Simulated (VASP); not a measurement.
# InAs (I-4m2) in VASP: a series of runs, part 2 of 2

VASP 6.6.1. Earlier steps stand in the parts before.

### 4 Single point, PBE (strain +0.000 along x and y, -0.015 along z)

The input, INCAR:

```
  PREC = Accurate
  ENCUT = 520
  EDIFF = 1E-6
  ISMEAR = 0
  SIGMA = 0.15
  LREAL = F
  LASPH = T
  NELM = 80
  ALGO = Normal
  ISIF = 2
  LWAVE = F
  LCHARG = F
  GGA = PE
  NBANDS = 16
```

The input, KPOINTS:

```
regular mesh
0
Gamma
  16 16 16
```

The input, POSCAR:

```
InAs
1.0
    0.0000000000      3.0933796579      3.0469789630
    3.0933796579      0.0000000000      3.0469789630
    3.0933796579      3.0933796579      0.0000000000
In As
1 1
Direct
    0.0000000000      0.0000000000      0.0000000000
    0.7500000000      0.7500000000      0.7500000000
```

Potentials or basis: VASP PAW PBE potentials, release 64 (In_d, As).

The run is started by

```sh
$ cat potpaw_PBE.64/In_d/POTCAR potpaw_PBE.64/As/POTCAR > POTCAR
$ mpirun -np 1 vasp_std > vasp.out
```

OUTCAR:

```text
PREC = Accurate
   ENCUT = 520
   EDIFF = 1E-6
   ISMEAR = 0
   LREAL = F
   LASPH = T
   NELM = 80
   ISIF = 2
   GGA = PE

 ion  position               nearest neighbor table
   1  0.000  0.000  0.000-   2 2.67   2 2.67   2 2.67   2 2.67
   2  0.750  0.750  0.750-   1 2.67   1 2.67   1 2.67   1 2.67

  LATTYP: Found a body centered tetragonal cell.
 ALAT       =     4.3746994658
 C/A-ratio  =     1.3930003589

  Lattice vectors:

 A1 = (   0.0000000000,  -3.0933796579,  -3.0469789630)
 A2 = (   0.0000000000,   3.0933796579,  -3.0469789630)
 A3 = (   3.0933796579,   0.0000000000,   3.0469789630)

Analysis of symmetry for initial positions (statically):
=====================================================================
 Subroutine PRICEL returns:
 Original cell was already a primitive cell.

 Routine SETGRP: Setting up the symmetry group for a
 body centered tetragonal supercell.

 Subroutine GETGRP returns: Found  8 space group operations
 (whereof  8 operations were pure point group operations)
 out of a pool of 16 trial point group operations.

The static configuration has the point symmetry D_2d.

Analysis of symmetry for dynamics (positions and initial velocities):
=====================================================================
 Subroutine PRICEL returns:
 Original cell was already a primitive cell.

 Routine SETGRP: Setting up the symmetry group for a
 body centered tetragonal supercell.

 Subroutine GETGRP returns: Found  8 space group operations
 (whereof  8 operations were pure point group operations)
 out of a pool of 16 trial point group operations.

The dynamic configuration has the point symmetry D_2d.

 Subroutine INISYM returns: Found  8 space group operations
 (whereof  8 operations are pure point group operations),
 and found     1 'primitive' translations

----------------------------------------------------------------------------------------

                                     Primitive cell

  volume of cell :      58.3131

  direct lattice vectors                    reciprocal lattice vectors
     0.000000000  3.093379658  3.046978963    -0.161635510  0.161635510  0.164096965
     3.093379658  0.000000000  3.046978963     0.161635510 -0.161635510  0.164096965
     3.093379658  3.093379658  0.000000000     0.161635510  0.161635510 -0.164096965

  length of vectors
     4.342013186  4.342013186  4.374699466     0.281389215  0.281389215  0.281389215

  position of ions in fractional coordinates (direct lattice)
     0.000000000  0.000000000  0.000000000
     0.750000000  0.750000000  0.750000000

  ion indices of the primitive-cell ions
   primitive index   ion index
                 1           1
                 2           2

----------------------------------------------------------------------------------------

 KPOINTS: regular mesh

Automatic generation of k-mesh.
 Grid dimensions read from file:
 generate k-points for:   16   16   16

 Generating k-lattice:

  Cartesian coordinates                     Fractional coordinates (reciprocal lattice)
    -0.010102219  0.010102219  0.010256060     0.062500000  0.000000000  0.000000000
     0.010102219 -0.010102219  0.010256060     0.000000000  0.062500000  0.000000000
     0.010102219  0.010102219 -0.010256060     0.000000000  0.000000000  0.062500000

  Length of vectors
     0.017586826  0.017586826  0.017586826

  Shift w.r.t. Gamma in fractional coordinates (k-lattice)
     0.000000000  0.000000000  0.000000000

 Subroutine IBZKPT returns following result:
 ===========================================

 Found    349 irreducible k-points:

 Following reciprocal coordinates:
            Coordinates               Weight
  0.000000  0.000000  0.000000      1.000000
  0.062500  0.000000  0.000000      8.000000
  0.125000  0.000000  0.000000      8.000000
  0.187500  0.000000  0.000000      8.000000
  0.250000  0.000000  0.000000      8.000000
  0.312500  0.000000  0.000000      8.000000
[... 16 lines left out ...]
 -0.125000  0.062500  0.000000      8.000000
 -0.062500  0.062500  0.000000      4.000000
 [... further k-points ...]
   k-points           NKPTS =    349   k-points in BZ     NKDIM =    349   number of bands    NBANDS=     16
   number of dos      NEDOS =    301   number of ions     NIONS =      2
   total plane-waves  NPLWV =  36864
   dimension x,y,z NGX =    32 NGY =   32 NGZ =   36
   dimension x,y,z NGXF=    64 NGYF=   64 NGZF=   72
   ions per type =               1   1
   NGX,Y,Z   is equivalent  to a cutoff of  12.25, 12.25, 13.68 a.u.
   NGXF,Y,Z  is equivalent  to a cutoff of  24.50, 24.50, 27.36 a.u.
 SYSTEM =  unknown system
   PREC   = accura    normal or accurate (medium, high low for compatibility)
   ISTART =      0    job   : 0-new  1-cont  2-samecut
   ICHARG =      2    charge: 1-file 2-atom 10-const
   ISPIN  =      1    spin polarized calculation?
   LNONCOLLINEAR =      F non collinear calculations
   LSORBIT =      F    spin-orbit coupling
   LASPH  =      T    aspherical Exc in radial PAW
   ENCUT  =  520.0 eV  38.22 Ry    6.18 a.u.   8.07  8.07  8.13*2*pi/ulx,y,z
   NELM   =     80;   NELMIN=  2; NELMDL= -5     # of ELM steps
   EDIFF  = 0.1E-05   stopping-criterion for ELM
   LREAL  =      F    real-space projection
   EDIFFG = 0.1E-04   stopping-criterion for IOM
   NSW    =      0    number of steps for IOM
   IBRION =     -1    ionic relax: 0-MD 1-quasi-New 2-CG
   NFREE  =      0    steps in history (QN), initial steepest desc. (CG)
   ISIF   =      2    stress and relaxation
   ISYM   =      2    0-nonsym 1-usesym 2-fastsym
   POTIM  = 0.5000    time-step for ionic-motion
   TEBEG  =    0.0;   TEEND  =   0.0 temperature during run
   PSTRESS=    0.0 pullay stress
   NELECT =      18.0000    total number of electrons
   NUPDOWN=      -1.0000    fix difference up-down
   EMIN   =  10.00;   EMAX   =-10.00  energy-range for DOS
   EFERMI =   0.00;   METHOD = LEGACY
   ISMEAR =     0;   SIGMA  =   0.15  broadening in eV -4-tet -1-fermi 0-gaus
   EFERMI_NEDOS =   21; number of points for ismear=-14 and -15
   IALGO  =     38    algorithm
   IMIX   =      4    mixing-type and parameters
     AMIX     =   0.40;   BMIX     =  1.00
     AMIX_MAG =   1.60;   BMIX_MAG =  1.00
  volume/ion in A,a.u.               =      29.16       196.76
  Fermi-wavevector in a.u.,A,eV,Ry     =   1.106395  2.090784 16.655039  1.224111
  Thomas-Fermi vector in A             =   2.242896
   LORBIT       =      0    0 simple, 1 ext, 2 COOP (PROOUT), +10 PAW based schemes
   GGA     = PE    functional components
   LHFCALC =     F    Hartree Fock is set to
   AEXX    =    0.0000 exact exchange contribution
   IVDW    =     0    specifies the selected vdW correction
   LEPSILON=     F    determine dielectric tensor
   LRPA    =     F    only Hartree local field effects (RPA)
 non-spin polarized calculation
 Gauss-broadening in eV      SIGMA  =   0.15
  energy-cutoff  :      520.00
  volume of cell :       58.31
 maximum number of plane-waves:      1588
   NGX = 17   NGY = 17   NGZ = 17

 number of electron      18.0000000 magnetization

 Free energy of the ion-electron system (eV)
  ---------------------------------------------------
  ext. energy  EPLUGINS =         0.00000000
  ---------------------------------------------------
  free energy    TOTEN  =        -7.71666153 eV

  energy without entropy =       -7.71654083  energy(sigma->0) =       -7.71660118

 E-fermi :   4.1444     XC(G=0):  -8.8614

 val. band max:        4.0270140643   @ k =   0.0000   0.0000   0.0000
 cond. band min:       4.4702199842   @ k =   0.0625   0.0000   0.0000
 fundamental gap:      0.4432059199
 Fermi energy:         4.1444256289

 k-point     1 :       0.0000    0.0000    0.0000
  band No.  band energies     occupation
      1     -10.3110      2.00000
      2     -10.3110      2.00000
      3     -10.3058      2.00000
      4     -10.2057      2.00000
      5     -10.2029      2.00000
      6      -7.5474      2.00000
[... 8 lines left out ...]
     15      13.4037      0.00000
     16      13.6401      0.00000

 k-point     2 :       0.0625    0.0000    0.0000
  band No.  band energies     occupation
      1     -10.3141      2.00000
      2     -10.3097      2.00000
      3     -10.3056      2.00000
      4     -10.2058      2.00000
      5     -10.2029      2.00000
      6      -7.5103      2.00000
[... 8 lines left out ...]
     15      13.0541      0.00000
     16      13.2482      0.00000
[... 387 lines left out ...]
      5     -10.2041      2.00000
      6      -7.3202      2.00000
[... 8 lines left out ...]
     15      12.4095      0.00000
     16      12.7498      0.00000

 k-point    24 :      -0.0625    0.0625    0.0000
  band No.  band energies     occupation
      1     -10.3220      2.00000
      2     -10.3083      2.00000
      3     -10.3014      2.00000
      4     -10.2051      2.00000
      5     -10.2036      2.00000
      6      -7.4501      2.00000
[... 8 lines left out ...]
     15      12.5239      0.00000
     16      12.9710      0.00000

 [... further k-points ...]
[... 5 lines left out ...]
  --------------------------------------------------------------------------------------
  -------------------------------------------------------------------------------------
  Total        0.2292282      0.2292282      0.4063487      0.0000000      0.0000000     -0.0000000
  in kB        6.2981467      6.2981467     11.1646091      0.0000000      0.0000000     -0.0000000
  external PRESSURE =       7.9203008 kB  Pullay stress =       0.0000000 kB

 VOLUME and BASIS-vectors are now :
 -----------------------------------------------------------------------------
  energy-cutoff  :      520.00
  volume of cell :       58.31
      direct lattice vectors                 reciprocal lattice vectors
     0.000000000  3.093379658  3.046978963    -0.161635510  0.161635510  0.164096965
     3.093379658  0.000000000  3.046978963     0.161635510 -0.161635510  0.164096965
     3.093379658  3.093379658  0.000000000     0.161635510  0.161635510 -0.164096965

 POSITION                                       TOTAL-FORCE (eV/Angst)
 -----------------------------------------------------------------------------------
      0.00000      0.00000      0.00000         0.000000      0.000000      0.000000
      4.64007      4.64007      4.57047        -0.000000     -0.000000     -0.000000
 -----------------------------------------------------------------------------------
    total drift:                                0.000003      0.000003     -0.000002

  FREE ENERGIE OF THE ION-ELECTRON SYSTEM (eV)
  ---------------------------------------------------
  free  energy   TOTEN  =        -7.7166615310 eV

  energy  without entropy=       -7.7165408270  energy(sigma->0) =       -7.71660118
```

OSZICAR:

```text
N       E                     dE             d eps       ncg     rms          rms(c)
DAV:   1     0.113886698078E+03    0.11389E+03   -0.82832E+03 11208   0.119E+03
DAV:   2    -0.647185434368E-01   -0.11395E+03   -0.10928E+03 12256   0.295E+02
DAV:   3    -0.776496751679E+01   -0.77002E+01   -0.76650E+01 14312   0.752E+01
DAV:   4    -0.796625495988E+01   -0.20129E+00   -0.20124E+00 14048   0.137E+01
DAV:   5    -0.797576350918E+01   -0.95085E-02   -0.95084E-02 16520   0.251E+00    0.416E+00
DAV:   6    -0.773520558648E+01    0.24056E+00   -0.37109E-01 17792   0.971E+00    0.231E+00
DAV:   7    -0.771455914434E+01    0.20646E-01   -0.10541E-01 15088   0.271E+00    0.709E-01
DAV:   8    -0.771583044927E+01   -0.12713E-02   -0.12064E-02 14200   0.122E+00    0.166E-01
DAV:   9    -0.771645246470E+01   -0.62202E-03   -0.94417E-04 14256   0.272E-01    0.101E-01
DAV:  10    -0.771661193487E+01   -0.15947E-03   -0.17733E-04 14760   0.172E-01    0.554E-02
DAV:  11    -0.771666083648E+01   -0.48902E-04   -0.11422E-04 13712   0.108E-01    0.369E-02
DAV:  12    -0.771666153100E+01   -0.69452E-06   -0.57699E-06 13128   0.240E-02
   1 F= -.77166615E+01 E0= -.77166012E+01  d E =-.120704E-03
```

stdout:

```text
POSCAR found type information on POSCAR InAs
 POSCAR found :  2 types and       2 ions
 scaLAPACK will be used
 LDA part: xc-table for (Slater+PW92), standard interpolation
 POSCAR, INCAR and KPOINTS ok, starting setup
 FFT: planning ... GRIDC
 FFT: planning ... GRID_SOFT
 FFT: planning ... GRID
 WAVECAR not read
 entering main loop
```

Wall time 89 s (1 thread of Intel Xeon 6975P-C (Granite Rapids), shared host); peak memory 0.45 GiB.

Results:

- Free energy: -7.7167 eV
- Pressure: 0.8 GPa

Stress tensor (GPa, compression positive):
```
0.63 0.00 0.00
0.00 0.63 0.00
0.00 0.00 1.12
```

Caveat: the cell differs from its parent crystal (strain +0.000 along x and y, -0.015 along z); spin-orbit coupling is left out, which moves the levels of the heavy elements.

### 5 Summary

```csv
cell,pressure (GPa)
"a = 4.473, b = 4.473, c = 4.506 Å, angles 59.8, 59.8, 60.5°, 2 atoms",-3.0
"a = 4.342, b = 4.342, c = 4.309 Å, angles 60.3, 60.3, 59.5°, 2 atoms",1.6
"a = 4.342, b = 4.342, c = 4.375 Å, angles 59.8, 59.8, 60.5°, 2 atoms",0.8
```

Alike in all rows: task single point; level PBE; potentials or basis VASP PAW PBE potentials, release 64 (In_d, As); no spin polarisation; k mesh 16 × 16 × 16; cutoff (eV) 520; smearing gaussian 0.15 eV.

Caveats: spin-orbit coupling is left out, which moves the levels of the heavy elements; semilocal functionals underestimate gaps, so a narrow gap can read as zero (at least some runs).

Total energies depend on the potentials used, so only differences within one code and one set of settings carry meaning.
